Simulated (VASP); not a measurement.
A run of VASP 6.6.1 is set up as follows.

Contents of INCAR:

```
SYSTEM = Hf4Te
PREC = Accurate ; ENCUT = 520
EDIFF = 1E-6 ; ISMEAR = 0
SIGMA = 0.1 ; LREAL = .FALSE.
LASPH = .TRUE. ; NELM = 80
ALGO = Fast ; ISIF = 2
LWAVE = .FALSE. ; LCHARG = .TRUE.
GGA = PE ; LELF = .TRUE.
LVHAR = .TRUE. ; NBANDS = 31
```

KPOINTS

```
Automatic mesh
0
G
  12 12 6
  0 0 0
```

The input POSCAR:

```
Hf4Te
1.0
    4.8020182898      0.0000000000      0.0000000000
   -2.4010091449      4.1586698284      0.0000000000
    0.0000000000      0.0000000000      8.4917944872
Hf Te
4 1
Direct
    0.3333333333      0.6666666667      0.5000000000
    0.6666666667      0.3333333333      0.5000000000
    0.0000000000      0.0000000000      0.6790549476
    0.0000000000      0.0000000000      0.3209450524
    0.0000000000      0.0000000000      0.0000000000
```

Potentials or basis: VASP PAW PBE potentials, release 64 (Hf_pv, Te).

Run with:

```bash
$ cat potpaw_PBE.64/Hf_pv/POTCAR potpaw_PBE.64/Te/POTCAR > POTCAR
$ mpirun -np 1 vasp_std > vasp.out
```

Estimate the band gap on the k mesh.

zero (bands 23 and 24 overlap by 0.90 eV).

Predict the largest force.

0.035 eV/Å.

Estimate the pressure.

-0.2 GPa.

Forces in eV/Å, atoms in the order of the input:
```
Hf   0.000  0.000  0.000
Hf   0.000  0.000  0.000
Hf   0.000  0.000 -0.035
Hf   0.000  0.000  0.035
Te   0.000  0.000  0.000
```

Caveat: spin-orbit coupling is left out, which moves the levels of the heavy elements.
